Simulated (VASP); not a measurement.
# SnO in VASP: single point with PBE+D3(BJ)

Aim: the single point of SnO with PBE+D3(BJ).

Everything below comes from runs of VASP 6.6.1. Logs are shortened: lines on timing, memory, paths and dates and some standing lists are left out, and cuts for length are marked.

## Step 1: The cell of the first run

The cell holds a slab with vacuum, 8 atoms: a = 3.820 Å, b = 3.820 Å, c = 22.226 Å, α = 90.00°, β = 90.00°, γ = 90.00°.

## Step 2: Single point, PBE+D3(BJ) (layers slid over each other)

INCAR

```
SYSTEM = SnO
PREC     = Accurate       ! precision mode
ENCUT    = 520            ! plane-wave cutoff, eV
EDIFF    = 1E-6           ! SCF threshold, eV
ISMEAR   = 0              ! smearing method
SIGMA    = 0.05           ! smearing width, eV
LREAL    = .False.        ! projectors in reciprocal space
LASPH    = .True.         ! aspherical terms in the spheres
NELM     = 60             ! most SCF steps
ALGO     = Normal         ! electronic algorithm
ISIF     = 2              ! what is computed and relaxed
LWAVE    = .False.        ! write WAVECAR
LCHARG   = .True.         ! write CHGCAR
LDIPOL   = .True.       
IDIPOL   = 3            
DIPOL    = 0.5 0.5 0.394
GGA      = PE             ! functional
IVDW     = 12             ! dispersion correction
LELF     = .True.         ! ELF
LVHAR    = .True.       
LVACPOTAV= .True.       
NBANDS   = 50             ! bands
```

KPOINTS

```
regular mesh
0
Gamma
  7 7 1
  0 0 0
```

POSCAR

```
SnO
1.0
    3.8201636883      0.0000000000      0.0000000000
    0.0000000000      3.8201636883      0.0000000000
    0.0000000000      0.0000000000     22.2260802162
Sn O
4 4
Direct
    0.7500000000      0.2500000000      0.2024648501
    0.2500000000      0.7500000000      0.3087831971
    0.2500000000      1.2500000000      0.4797535150
    0.7500000000      0.7500000000      0.5860718620
    0.2500000000      0.2500000000      0.2556240236
    0.7500000000      0.7500000000      0.2556240236
    0.7500000000      1.2500000000      0.5329126885
    0.2500000000      0.7500000000      0.5329126885
```

Potentials or basis: VASP PAW PBE potentials, release 64 (Sn_d, O).

Launch:

```
$ cat potpaw_PBE.64/Sn_d/POTCAR potpaw_PBE.64/O/POTCAR > POTCAR
$ mpirun -np 1 vasp_std > vasp.out
```

OUTCAR:

```text
SYSTEM = SnO
   PREC = Accurate
   ENCUT = 520
   EDIFF = 1E-6
   ISMEAR = 0
   LREAL = .False.
   LASPH = .True.
   NELM = 60
   ISIF = 2
   GGA = PE
   IVDW = 12
 IVDW          = 12

 ion  position               nearest neighbor table
   1  0.750  0.250  0.202-   5 2.25   6 2.25   6 2.25   5 2.25   2 3.59   2 3.59   2 3.59   2 3.59

   2  0.250  0.750  0.309-   5 2.25   6 2.25   5 2.25   6 2.25   1 3.59   1 3.59   1 3.59   1 3.59

   3  0.250  0.250  0.480-   7 2.25   8 2.25   8 2.25   7 2.25   4 3.59   4 3.59   4 3.59   4 3.59

   4  0.750  0.750  0.586-   7 2.25   8 2.25   7 2.25   8 2.25   3 3.59   3 3.59   3 3.59   3 3.59

   5  0.250  0.250  0.256-   1 2.25   2 2.25   2 2.25   1 2.25
   6  0.750  0.750  0.256-   1 2.25   2 2.25   1 2.25   2 2.25
   7  0.750  0.250  0.533-   3 2.25   4 2.25   4 2.25   3 2.25
   8  0.250  0.750  0.533-   3 2.25   4 2.25   3 2.25   4 2.25

  LATTYP: Found a simple tetragonal cell.
 ALAT       =     3.8201636883
 C/A-ratio  =     5.8180962989

  Lattice vectors:

 A1 = (   3.8201636883,   0.0000000000,   0.0000000000)
 A2 = (   0.0000000000,   3.8201636883,   0.0000000000)
 A3 = (   0.0000000000,   0.0000000000,  22.2260802162)

Analysis of symmetry for initial positions (statically):
=====================================================================
 Subroutine PRICEL returns:
 Original cell was already a primitive cell.

 Routine SETGRP: Setting up the symmetry group for a
 simple tetragonal supercell.

 Subroutine GETGRP returns: Found  8 space group operations
 (whereof  1 operations were pure point group operations)
 out of a pool of 16 trial point group operations.

The static configuration has the point symmetry C_1 .
 The point group associated with its full space group is D_2h.

Analysis of symmetry for dynamics (positions and initial velocities):
=====================================================================
 Subroutine PRICEL returns:
 Original cell was already a primitive cell.

 Routine SETGRP: Setting up the symmetry group for a
 simple tetragonal supercell.

 Subroutine GETGRP returns: Found  8 space group operations
 (whereof  1 operations were pure point group operations)
 out of a pool of 16 trial point group operations.

The dynamic configuration has the point symmetry C_1 .
 The point group associated with its full space group is D_2h.

 Subroutine INISYM returns: Found  8 space group operations
[... 108 lines left out ...]
   POTIM  = 0.5000    time-step for ionic-motion
   TEBEG  =    0.0;   TEEND  =   0.0 temperature during run
   PSTRESS=    0.0 pullay stress
   NELECT =      80.0000    total number of electrons
   NUPDOWN=      -1.0000    fix difference up-down
   EMIN   =  10.00;   EMAX   =-10.00  energy-range for DOS
   EFERMI =   0.00;   METHOD = LEGACY
   ISMEAR =     0;   SIGMA  =   0.05  broadening in eV -4-tet -1-fermi 0-gaus
   EFERMI_NEDOS =   21; number of points for ismear=-14 and -15
   IALGO  =     38    algorithm
   IMIX   =      4    mixing-type and parameters
     AMIX     =   0.40;   BMIX     =  1.00
     AMIX_MAG =   1.60;   BMIX_MAG =  1.00
  volume/ion in A,a.u.               =      40.54       273.61
  Fermi-wavevector in a.u.,A,eV,Ry     =   1.026666  1.940118 14.341129  1.054043
  Thomas-Fermi vector in A             =   2.160571
   LORBIT       =      0    0 simple, 1 ext, 2 COOP (PROOUT), +10 PAW based schemes
   GGA     = PE    functional components
   LHFCALC =     F    Hartree Fock is set to
   AEXX    =    0.0000 exact exchange contribution
   IVDW    =    12    specifies the selected vdW correction
   LEPSILON=     F    determine dielectric tensor
   LRPA    =     F    only Hartree local field effects (RPA)
 non-spin polarized calculation
 Gauss-broadening in eV      SIGMA  =   0.05
  energy-cutoff  :      520.00
  volume of cell :      324.36
 maximum number of plane-waves:      8769
   NGX = 15   NGY = 15   NGZ = 83

 dipolmoment           0.000000      0.000000      0.000156 electrons x Angstroem

 number of electron      79.9999971 magnetization

 dipolmoment           0.000000      0.000000     -0.000002 electrons x Angstroem

 Free energy of the ion-electron system (eV)
  ---------------------------------------------------
  ext. energy  EPLUGINS =         0.00000000
  ---------------------------------------------------
  free energy    TOTEN  =       -45.16052774 eV

  energy without entropy =      -45.16052774  energy(sigma->0) =      -45.16052774

 E-fermi :   0.1779     XC(G=0):  -5.2715

 val. band max:       -0.0702574743   @ k =   0.2857   0.0000   0.0000
 cond. band min:       2.0654279069   @ k =   0.4286   0.0000   0.0000
 fundamental gap:      2.1356853812
 Fermi energy:         0.1779418915

 k-point     1 :       0.0000    0.0000    0.0000
  band No.  band energies     occupation
      1     -21.0535      2.00000
      2     -21.0535      2.00000
      3     -20.6931      2.00000
      4     -20.6930      2.00000
      5     -20.6564      2.00000
      6     -20.6560      2.00000
[... 837 lines left out ...]
     49       6.3960      0.00000
     50       6.4178      0.00000

------------------------ aborting loop because EDIFF is reached ----------------------------------------

 Edisp (eV)   -1.27437

 E8    (eV) :    -0.5637

  FORCE on cell =-STRESS in cart. coord.  units (eV):
  Direction    XX          YY          ZZ          XY          YZ          ZX
  --------------------------------------------------------------------------------------
  -------------------------------------------------------------------------------------
  Total       0.22411     0.42640     0.00105    -0.00000     0.00000     0.00000
  in kB       1.10699     2.10622     0.00518    -0.00000     0.00000     0.00000
  external pressure =        1.07 kB  Pullay stress =        0.00 kB

 VOLUME and BASIS-vectors are now :
 -----------------------------------------------------------------------------
  energy-cutoff  :      520.00
  volume of cell :      324.36
      direct lattice vectors                 reciprocal lattice vectors
     3.820163688  0.000000000  0.000000000     0.261768888  0.000000000  0.000000000
     0.000000000  3.820163688  0.000000000     0.000000000  0.261768888  0.000000000
     0.000000000  0.000000000 22.226080216     0.000000000  0.000000000  0.044992189

 POSITION                                       TOTAL-FORCE (eV/Angst)
 -----------------------------------------------------------------------------------
      2.86512      0.95504      4.50000         0.000000     -0.000000     -0.075081
      0.95504      2.86512      6.86304         0.000000     -0.000000      0.092070
      0.95504      0.95504     10.66304         0.000000      0.000000     -0.092070
      2.86512      2.86512     13.02608         0.000000     -0.000000      0.075081
      0.95504      0.95504      5.68152         0.000000      0.000000      0.008977
      2.86512      2.86512      5.68152         0.000000      0.000000      0.012846
      2.86512      0.95504     11.84456         0.000000     -0.000000     -0.012846
      0.95504      2.86512     11.84456         0.000000     -0.000000     -0.008977
 -----------------------------------------------------------------------------------
    total drift:                                0.000000      0.000000     -0.000111

  FREE ENERGIE OF THE ION-ELECTRON SYSTEM (eV)
  ---------------------------------------------------
  free  energy   TOTEN  =       -46.4348969219 eV

  energy  without entropy=      -46.4348969219  energy(sigma->0) =      -46.43489692

 vacuum level on the upper side and lower side of the slab         4.931         4.931
```

stdout:

```text
POSCAR found type information on POSCAR SnO
 POSCAR found :  2 types and       8 ions
 scaLAPACK will be used
 LDA part: xc-table for (Slater+PW92), standard interpolation
 POSCAR, INCAR and KPOINTS ok, starting setup
 FFT: planning ... GRIDC
 FFT: planning ... GRID_SOFT
 FFT: planning ... GRID
 WAVECAR not read
 entering main loop
 -----------------------------------------------------------------------------
|                                                                             |
|           W    W    AA    RRRRR   N    N  II  N    N   GGGG   !!!           |
|           W    W   A  A   R    R  NN   N  II  NN   N  G    G  !!!           |
|           W    W  A    A  R    R  N N  N  II  N N  N  G       !!!           |
|           W WW W  AAAAAA  RRRRR   N  N N  II  N  N N  G  GGG   !            |
|           WW  WW  A    A  R   R   N   NN  II  N   NN  G    G                |
|           W    W  A    A  R    R  N    N  II  N    N   GGGG   !!!           |
|                                                                             |
|     Did not find any points to average over, which means that no vacuum     |
|     field-free region was found. Please increase the size of  your cell     |
|     in the dimension of the dipole correction to obtain accurate            |
|     workfunction values.                                                    |
|                                                                             |
 -----------------------------------------------------------------------------
```

Run time: 3.5 min. Hardware: 1 thread of Intel Xeon 6975P-C (Granite Rapids), shared host; peak memory 0.44 GiB.

What came out:

```
Free energy                : -46.4349 eV
Largest force              : 0.092 eV/Å
Band gap on the k mesh     : 2.14 eV (least direct gap 2.34 eV)
Dispersion energy per atom : -0.159 eV
```

Forces on the atoms (eV/Å):
```
Sn   0.000  0.000 -0.075
Sn   0.000  0.000  0.092
Sn   0.000  0.000 -0.092
Sn   0.000  0.000  0.075
O    0.000  0.000  0.009
O    0.000  0.000  0.013
O    0.000  0.000 -0.013
O    0.000  0.000 -0.009
```

Levels at points of the mesh, in eV from the valence-band top:
| k point | band 36 | band 37 | band 38 | band 39 | band 40 | band 41 | band 42 | band 43 | band 44 | band 45 |
| --- | --- | --- | --- | --- | --- | --- | --- | --- | --- | --- |
| (0.00, 0.00, 0.00) | -2.07 | -2.07 | -2.07 | -0.81 | -0.05 | 2.43 | 2.74 | 2.74 | 3.94 | 4.76 |

Caveat: the cell differs from its parent crystal (layers slid over each other); spin-orbit coupling is left out, which moves the levels of the heavy elements.
